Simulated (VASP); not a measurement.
# SiO2 (Fddd) in VASP: single point with PBEsol

Aim: the single point of SiO2 with PBEsol.

All numbers are computed with VASP 6.6.1; they aren't measurements. Logs are shortened: lines on timing, memory, paths and dates and some standing lists are left out, and cuts for length are marked.

## (1) The cell of the first run

It takes space group Fddd (No. 70, orthorhombic). The conventional cell has a = 4.719 Å, b = 9.433 Å, c = 14.726 Å, α = 90.00°, β = 90.00°, γ = 90.00°. Within 2.1 Å of Si (site symmetry 2) lie 4 O at 1.60 to 1.62 Å. Within 2.2 Å of O (site symmetry 2) lie 2 Si at 1.62 Å. O (site symmetry -1) has 2 Si at 1.60 Å within 2.1 Å.

## (2) Single point, PBEsol

Input file POSCAR:

```
SiO2
1.0
    0.0000000000      4.7162571100      7.3627753715
    2.3595806657      0.0000000000      7.3627753715
    2.3595806657      4.7162571100      0.0000000000
Si O
4 8
Direct
    0.9367689200      0.9367689200      0.5632310800
    0.6867689200      0.6867689200      0.3132310800
    0.3132310800      0.3132310800      0.6867689200
    0.5632310800      0.5632310800      0.9367689200
    0.0634396000      0.4365604000      0.0634396000
    0.4365604000      0.0634396000      0.4365604000
    0.8134396000      0.1865604000      0.8134396000
    0.1865604000      0.8134396000      0.1865604000
    0.1250000000      0.6250000000      0.6250000000
    0.6250000000      0.6250000000      0.6250000000
    0.6250000000      0.6250000000      0.1250000000
    0.6250000000      0.1250000000      0.6250000000
```

Input file INCAR.step1:

```
SYSTEM = SiO2
ALGO     = Normal         ! electronic algorithm
EDIFF    = 1E-6           ! SCF threshold, eV
ENCUT    = 520            ! plane-wave cutoff, eV
GGA      = PS             ! functional
ISIF     = 2              ! what is computed and relaxed
ISMEAR   = -1             ! smearing method
LASPH    = .TRUE.         ! aspherical terms in the spheres
LCHARG   = .TRUE.         ! write CHGCAR
LREAL    = .FALSE.        ! projectors in reciprocal space
LWAVE    = .FALSE.        ! write WAVECAR
NBANDS   = 44             ! bands
NELM     = 60             ! most SCF steps
PREC     = Accurate       ! precision mode
SIGMA    = 0.05           ! smearing width, eV
```

Input file KPOINTS.step1:

```
k-points
0
G
  7 7 7
  0 0 0
```

Input file INCAR.step2:

```
SYSTEM = SiO2
ALGO     = Normal         ! electronic algorithm
EDIFF    = 1E-6           ! SCF threshold, eV
ENCUT    = 520            ! plane-wave cutoff, eV
GGA      = PS             ! functional
ICHARG   = 11             ! starting density
ISIF     = 2              ! what is computed and relaxed
ISMEAR   = -5             ! smearing method
LASPH    = .TRUE.         ! aspherical terms in the spheres
LCHARG   = .FALSE.        ! write CHGCAR
LORBIT   = 10             ! projections on sites
LREAL    = .FALSE.        ! projectors in reciprocal space
LWAVE    = .FALSE.        ! write WAVECAR
NBANDS   = 44             ! bands
NEDOS    = 2001           ! points of the DOS
NELM     = 60             ! most SCF steps
PREC     = Accurate       ! precision mode
SIGMA    = 0.05           ! smearing width, eV
```

Input file KPOINTS.step2:

```
k-points
0
G
  11 11 11
  0 0 0
```

Potentials or basis: VASP PAW PBE potentials, release 64 (Si, O).

Launch:

```bash
cat potpaw_PBE.64/Si/POTCAR potpaw_PBE.64/O/POTCAR > POTCAR
cp INCAR.step1 INCAR
cp KPOINTS.step1 KPOINTS
mpirun -np 1 vasp_std > vasp.out
cp INCAR.step2 INCAR
cp KPOINTS.step2 KPOINTS
mpirun -np 1 vasp_std > vasp.out
```

OUTCAR:

```text
SYSTEM = SiO2
   EDIFF = 1E-6
   ENCUT = 520
   GGA = PS
   ICHARG = 11
   ISIF = 2
   ISMEAR = -5
   LASPH = .TRUE.
   LORBIT = 10
   LREAL = .FALSE.
   NELM = 60
   PREC = Accurate

 ion  position               nearest neighbor table
   1  0.937  0.937  0.563-   9 1.60  12 1.60   7 1.62   8 1.62   4 3.01   4 3.01
   2  0.687  0.687  0.313-  10 1.60  11 1.60   5 1.62   6 1.62   3 3.01   3 3.01
   3  0.313  0.313  0.687-   9 1.60  12 1.60   5 1.62   6 1.62   2 3.01   2 3.01
   4  0.563  0.563  0.937-  10 1.60  11 1.60   7 1.62   8 1.62   1 3.01   1 3.01
   5  0.063  0.437  0.063-   3 1.62   2 1.62
   6  0.437  0.063  0.437-   3 1.62   2 1.62
   7  0.813  0.187  0.813-   1 1.62   4 1.62
   8  0.187  0.813  0.187-   1 1.62   4 1.62
   9  0.125  0.625  0.625-   1 1.60   3 1.60
  10  0.625  0.625  0.625-   2 1.60   4 1.60
  11  0.625  0.625  0.125-   2 1.60   4 1.60
  12  0.625  0.125  0.625-   1 1.60   3 1.60

  LATTYP: Found a face centered orthorhombic cell.
 ALAT       =     4.7191613314
 B/A-ratio  =     1.9987691790
 C/A-ratio  =     3.1203745134

  Lattice vectors:

 A1 = (   0.0000000000,   4.7162571100,   7.3627753715)
 A2 = (   2.3595806657,   0.0000000000,   7.3627753715)
 A3 = (   2.3595806657,   4.7162571100,   0.0000000000)

Analysis of symmetry for initial positions (statically):
=====================================================================
 Subroutine PRICEL returns:
 Original cell was already a primitive cell.

 Routine SETGRP: Setting up the symmetry group for a
 face centered orthorhombic supercell.

 Subroutine GETGRP returns: Found  8 space group operations
 (whereof  4 operations were pure point group operations)
 out of a pool of  8 trial point group operations.

The static configuration has the point symmetry D_2 .
 The point group associated with its full space group is D_2h.

Analysis of symmetry for dynamics (positions and initial velocities):
=====================================================================
 Subroutine PRICEL returns:
 Original cell was already a primitive cell.

 Routine SETGRP: Setting up the symmetry group for a
 face centered orthorhombic supercell.

 Subroutine GETGRP returns: Found  8 space group operations
 (whereof  4 operations were pure point group operations)
 out of a pool of  8 trial point group operations.

The dynamic configuration has the point symmetry D_2 .
 The point group associated with its full space group is D_2h.

 Subroutine INISYM returns: Found  8 space group operations
 (whereof  4 operations are pure point group operations),
 and found     1 'primitive' translations

----------------------------------------------------------------------------------------

                                     Primitive cell

  volume of cell :     163.8717

  direct lattice vectors                    reciprocal lattice vectors
     0.000000000  4.716257110  7.362775371    -0.211902058  0.106016273  0.067909175
     2.359580666  0.000000000  7.362775371     0.211902058 -0.106016273  0.067909175
     2.359580666  4.716257110  0.000000000     0.211902058  0.106016273 -0.067909175

  length of vectors
     8.743771629  7.731628683  5.273585312     0.246482430  0.246482430  0.246482430

  position of ions in fractional coordinates (direct lattice)
     0.936768920  0.936768920  0.563231080
     0.686768920  0.686768920  0.313231080
     0.313231080  0.313231080  0.686768920
     0.563231080  0.563231080  0.936768920
     0.063439600  0.436560400  0.063439600
     0.436560400  0.063439600  0.436560400
     0.813439600  0.186560400  0.813439600
     0.186560400  0.813439600  0.186560400
     0.125000000  0.625000000  0.625000000
     0.625000000  0.625000000  0.625000000
     0.625000000  0.625000000  0.125000000
     0.625000000  0.125000000  0.625000000

  ion indices of the primitive-cell ions
   primitive index   ion index
                 1           1
                 2           2
                 3           3
                 4           4
                 5           5
                 6           6
                 7           7
[... 31 lines left out ...]

 Found    216 irreducible k-points:

 Following reciprocal coordinates:
            Coordinates               Weight
  0.000000  0.000000  0.000000      1.000000
  0.090909 -0.000000 -0.000000      8.000000
  0.181818 -0.000000 -0.000000      8.000000
  0.272727 -0.000000 -0.000000      8.000000
  0.363636  0.000000 -0.000000      8.000000
  0.454545  0.000000 -0.000000      8.000000
[... 16 lines left out ...]
 -0.272727  0.181818  0.000000      8.000000
 -0.181818  0.181818  0.000000      4.000000
 [... further k-points ...]
   k-points           NKPTS =    216   k-points in BZ     NKDIM =    216   number of bands    NBANDS=     44
   number of dos      NEDOS =   2001   number of ions     NIONS =     12
   total plane-waves  NPLWV = 168000
   dimension x,y,z NGX =    70 NGY =   60 NGZ =   40
   dimension x,y,z NGXF=   140 NGYF=  120 NGZF=   80
   ions per type =               4   8
   NGX,Y,Z   is equivalent  to a cutoff of  13.31, 12.90, 12.61 a.u.
   NGXF,Y,Z  is equivalent  to a cutoff of  26.62, 25.80, 25.22 a.u.
 SYSTEM =  SiO2
   PREC   = accura    normal or accurate (medium, high low for compatibility)
   ISTART =      0    job   : 0-new  1-cont  2-samecut
   ICHARG =     11    charge: 1-file 2-atom 10-const
   ISPIN  =      1    spin polarized calculation?
   LNONCOLLINEAR =      F non collinear calculations
   LSORBIT =      F    spin-orbit coupling
   LASPH  =      T    aspherical Exc in radial PAW
   ENCUT  =  520.0 eV  38.22 Ry    6.18 a.u.  16.26 14.38  9.81*2*pi/ulx,y,z
   NELM   =     60;   NELMIN=  2; NELMDL=  0     # of ELM steps
   EDIFF  = 0.1E-05   stopping-criterion for ELM
   LREAL  =      F    real-space projection
   EDIFFG = 0.1E-04   stopping-criterion for IOM
   NSW    =      0    number of steps for IOM
   IBRION =     -1    ionic relax: 0-MD 1-quasi-New 2-CG
   NFREE  =      0    steps in history (QN), initial steepest desc. (CG)
   ISIF   =      2    stress and relaxation
   ISYM   =      2    0-nonsym 1-usesym 2-fastsym
   POTIM  = 0.5000    time-step for ionic-motion
   TEBEG  =    0.0;   TEEND  =   0.0 temperature during run
   PSTRESS=    0.0 pullay stress
   NELECT =      64.0000    total number of electrons
   NUPDOWN=      -1.0000    fix difference up-down
   EMIN   =  10.00;   EMAX   =-10.00  energy-range for DOS
   EFERMI =   0.00;   METHOD = LEGACY
   ISMEAR =    -5;   SIGMA  =   0.05  broadening in eV -4-tet -1-fermi 0-gaus
   EFERMI_NEDOS =   21; number of points for ismear=-14 and -15
   IALGO  =     38    algorithm
   IMIX   =      4    mixing-type and parameters
     AMIX     =   0.40;   BMIX     =  1.00
     AMIX_MAG =   1.60;   BMIX_MAG =  1.00
  volume/ion in A,a.u.               =      13.66        92.16
  Fermi-wavevector in a.u.,A,eV,Ry     =   1.196649  2.261339 19.483127  1.431969
  Thomas-Fermi vector in A             =   2.332584
   LORBIT       =     10    0 simple, 1 ext, 2 COOP (PROOUT), +10 PAW based schemes
   GGA     = PS    functional components
   LHFCALC =     F    Hartree Fock is set to
   AEXX    =    0.0000 exact exchange contribution
   IVDW    =     0    specifies the selected vdW correction
   LEPSILON=     F    determine dielectric tensor
   LRPA    =     F    only Hartree local field effects (RPA)
 non-spin polarized calculation
 Fermi weights with tetrahedron method with Bloechl corrections
  energy-cutoff  :      520.00
  volume of cell :      163.87
 maximum number of plane-waves:      4437
 NGX is ok and might be reduce to    70

 number of electron      64.0000006 magnetization

 Free energy of the ion-electron system (eV)
  ---------------------------------------------------
  ext. energy  EPLUGINS =         0.00000000
  ---------------------------------------------------
  free energy    TOTEN  =       -98.53616673 eV

  energy without entropy =      -98.53616673  energy(sigma->0) =      -98.53616673

 E-fermi :   0.4109     XC(G=0):  -8.8904

 val. band max:        0.4039347430   @ k =   0.0000   0.0000   0.0000
 cond. band min:       6.0996681696   @ k =   0.0000   0.0000   0.0000
 fundamental gap:      5.6957334266
 Fermi energy:         0.4109373440

 k-point     1 :       0.0000    0.0000    0.0000
  band No.  band energies     occupation
      1     -18.9732      2.00000
      2     -18.0370      2.00000
      3     -18.0204      2.00000
      4     -16.9378      2.00000
      5     -16.8926      2.00000
      6     -16.7888      2.00000
[... 1117 lines left out ...]
     43      11.6874      0.00000
     44      11.9794      0.00000

 [... further k-points ...]

------------------------ aborting loop because EDIFF is reached ----------------------------------------

  FORCE on cell =-STRESS in cart. coord.  units (eV):
  Direction    XX          YY          ZZ          XY          YZ          ZX
  --------------------------------------------------------------------------------------
  -------------------------------------------------------------------------------------
  Total        2.9421771      3.2458060      3.0674166      0.0000000      0.0000000      0.0000000
  in kB       28.7657395     31.7343272     29.9902092      0.0000000      0.0000000      0.0000000
  external PRESSURE =      30.1634253 kB  Pullay stress =       0.0000000 kB

 VOLUME and BASIS-vectors are now :
 -----------------------------------------------------------------------------
  energy-cutoff  :      520.00
  volume of cell :      163.87
      direct lattice vectors                 reciprocal lattice vectors
     0.000000000  4.716257110  7.362775371    -0.211902058  0.106016273  0.067909175
     2.359580666  0.000000000  7.362775371     0.211902058 -0.106016273  0.067909175
     2.359580666  4.716257110  0.000000000     0.211902058  0.106016273 -0.067909175

 POSITION                                       TOTAL-FORCE (eV/Angst)
 -----------------------------------------------------------------------------------
      3.53937      7.07439     13.79444         0.000000     -0.000000      0.056008
      2.35958      4.71626     10.11305         0.000000     -0.000000      0.056008
      2.35958      4.71626      4.61250         0.000000     -0.000000     -0.056008
      3.53937      7.07439      8.29389         0.000000     -0.000000     -0.056008
      1.17979      0.59839      3.68139         0.000000      0.255162      0.000000
      1.17979      4.11786      3.68139         0.000000     -0.255162      0.000000
      2.35958      7.67278      7.36278         0.000000      0.255162     -0.000000
      2.35958      1.75973      7.36278         0.000000     -0.255162     -0.000000
      2.94948      3.53719      5.52208         0.000000      0.000000      0.000000
      2.94948      5.89532      9.20347         0.000000      0.000000      0.000000
      1.76969      3.53719      9.20347         0.000000      0.000000      0.000000
      1.76969      5.89532      5.52208         0.000000     -0.000000      0.000000
 -----------------------------------------------------------------------------------
    total drift:                               -0.000000     -0.000000     -0.000000

  FREE ENERGIE OF THE ION-ELECTRON SYSTEM (eV)
  ---------------------------------------------------
  free  energy   TOTEN  =       -98.5361667273 eV

  energy  without entropy=      -98.5361667273  energy(sigma->0) =      -98.53616673

 total charge

# of ion       s       p       d       tot
------------------------------------------
    1        0.647   1.017   0.000   1.664
    2        0.647   1.017   0.000   1.664
    3        0.647   1.017   0.000   1.664
    4        0.647   1.017   0.000   1.664
    5        1.548   3.678   0.000   5.226
    6        1.548   3.678   0.000   5.226
    7        1.548   3.678   0.000   5.226
    8        1.548   3.678   0.000   5.226
    9        1.539   3.717   0.000   5.256
   10        1.539   3.717   0.000   5.256
   11        1.539   3.717   0.000   5.256
   12        1.539   3.717   0.000   5.256
--------------------------------------------------
tot         14.940  33.645   0.000  48.585
```

Run time: 68 min. Hardware: 1 thread of Oxide Virtual Turin-like, shared host; peak memory 1.1 GiB.

Results:

```yaml
Valence_electrons_inside_the_program's_atomic_spheres: Si 1.66; O 5.23, 5.26 (each value once)
```

Caveat: the PAW data sets were made with another functional, which shifts forces and pressure a little.
